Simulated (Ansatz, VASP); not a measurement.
HfMg3 in VASP and in Ansatz

```
CELL_PARAMETERS angstrom
4.47954 0.00000 0.00000
0.00000 4.43519 0.00000
0.00000 0.00000 4.43519
ATOMIC_POSITIONS crystal
Hf 0.00000 0.00000 0.00000
Mg 0.00000 0.50000 0.50000
Mg 0.50000 0.50000 0.00000
Mg 0.50000 0.00000 0.50000
```

Change from the starting cell: strain e1 = +0.01, atoms carried along.

Alike in both runs: task single point; functional PBE; k mesh 8 × 8 × 8; occupations gaussian, width 0.05 eV; no spin polarisation.

```csv
,VASP,Ansatz
version,VASP 6.6.1,Ansatz 0.2.0
potentials or method,"VASP PAW PBE potentials, release 64 (Hf_pv, Mg), cutoff 520 eV","scalar-relativistic, plane waves, PAW"
valence electrons in the cell,16,56
```

|  | VASP | Ansatz | Ansatz less VASP |
| --- | --- | --- | --- |
| gap on the k mesh at the Fermi level (eV) | none | none | - |
| pressure (GPa) | -0.7 | -0.5 | +0.13 |
| traceless stress, the component that is largest in VASP (GPa) | 0.08 | 0.08 | -0.004 |

A gap of «none» marks a metal or a gap that the smearing closes. The functional is the same, so the differences come from potentials, cutoffs and numerics. VASP's potentials hold 16 valence electrons a cell and Ansatz's 56, so a difference there can come from the potentials and not from the codes.

Neither program's run includes spin-orbit coupling.
